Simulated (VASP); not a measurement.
**Mg: single point with revPBE+D4**

The system is Mg.

```
Mg
1.0
     3.18776    0.00000    0.00000
    -1.59388    2.76068    0.00000
     0.00000    0.00000    5.17533
Mg
2
Direct
  0.66667 0.33333 0.75000
  0.33333 0.66667 0.25000
```

| Quantity | Value |
| --- | --- |
| Program | VASP 6.6.1 |
| Task | single point |
| Functional | revPBE |
| Dispersion | D4 |
| Potentials or basis | VASP PAW PBE potentials, release 64 (Mg) |
| Cutoff | 520 eV |
| k mesh | 10 × 10 × 5 |
| Occupations | fermi-dirac, width 0.05 eV |
| Spin | no spin polarisation |

| Property | Result |
| --- | --- |
| Pressure | 0.3 GPa |
| Band gap on the k mesh | zero (band 2 reaches 3.40 eV, above the bottom of band 3 at 1.55 eV) |
| Dispersion energy per atom | -0.127 eV |

Stress tensor (GPa, compression positive):
```
-0.07  0.00  0.00
 0.00 -0.07  0.00
 0.00  0.00  0.98
```

Levels at points of the mesh, in eV from the Fermi level:
| k point | band 1 | band 2 | band 3 | band 4 | band 5 | band 6 | band 7 |
| --- | --- | --- | --- | --- | --- | --- | --- |
| (0.00, 0.00, 0.00) | -6.99 | -1.75 | -1.25 | 10.97 | 10.97 | 11.13 | 11.13 |
| (0.50, 0.00, 0.00) | -2.20 | -2.16 | 2.64 | 2.97 | 3.30 | 3.70 | 6.92 |

Run time: 18 s on 1 thread of Intel(R) Xeon(R) Platinum 8375C CPU @ 2.90GHz (Ice Lake) (shared host), peak memory 0.15 GiB.

Caveat: the PAW data sets were made with another functional, which shifts forces and pressure a little; pairwise dispersion overbinds metals, which lowers pressure and volume.
